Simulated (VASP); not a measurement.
Write the native input for VASP 6.6.1 that does the following.

| Item | Value |
| --- | --- |
| Task | single point |
| Functional | PBEsol |
| Potentials or basis | VASP PAW PBE potentials, release 64 (Ti_sv, Te) |
| Cutoff | 520 eV |
| k mesh | 10 × 10 × 5 |
| Occupations | fermi-dirac, width 0.3 eV |
| Spin | no spin polarisation |
| Dipole correction | no |
| Further INCAR settings | ALGO = Normal; EDIFF = 1e-07; NBANDS = 19 |

The structure of TiTe2 lies in POSCAR:

```
TiTe2
1.0
    3.7516502429      0.0000000000      0.0000000000
   -1.8758251215      3.2490244164      0.0000000000
    0.0000000000      0.0000000000      6.4543879477
Ti Te
1 2
Direct
    0.0000000000      0.0000000000      0.0000000000
    0.6666666667      0.3333333333      0.2628000000
    0.3333333333      0.6666666667      0.7372000000
```

One way to write it, as run:

INCAR

```
PREC = Accurate
ENCUT = 520
EDIFF = 1E-7
ISMEAR = -1
SIGMA = 0.3
LREAL = F
LASPH = T
NELM = 60
ALGO = Normal
ISIF = 2
LWAVE = F
LCHARG = F
GGA = PS
NBANDS = 19
```

KPOINTS

```
regular mesh
0
Gamma
  10 10 5
```

Potentials or basis: VASP PAW PBE potentials, release 64 (Ti_sv, Te).

Command:

```bash
$ cat potpaw_PBE.64/Ti_sv/POTCAR potpaw_PBE.64/Te/POTCAR > POTCAR
$ mpirun -np 1 vasp_std > vasp.out
```

It gave:

```
Pressure               : -0.5 GPa
Largest force          : 0.137 eV/Å
Band gap on the k mesh : zero (bands 12 and 13 overlap by 0.67 eV)
```

Caveat: so wide a smearing shifts energies and pressures; the PAW data sets were made with another functional, which shifts forces and pressure a little; spin-orbit coupling is left out, which moves the levels of the heavy elements; this functional lacks dispersion, which binds the layers, so the pressure and a relaxed spacing across them are unreliable.

Run time: 51 s on 1 thread of Intel(R) Xeon(R) Platinum 8559C (Emerald Rapids), with other jobs on the host, peak memory 0.23 GiB.
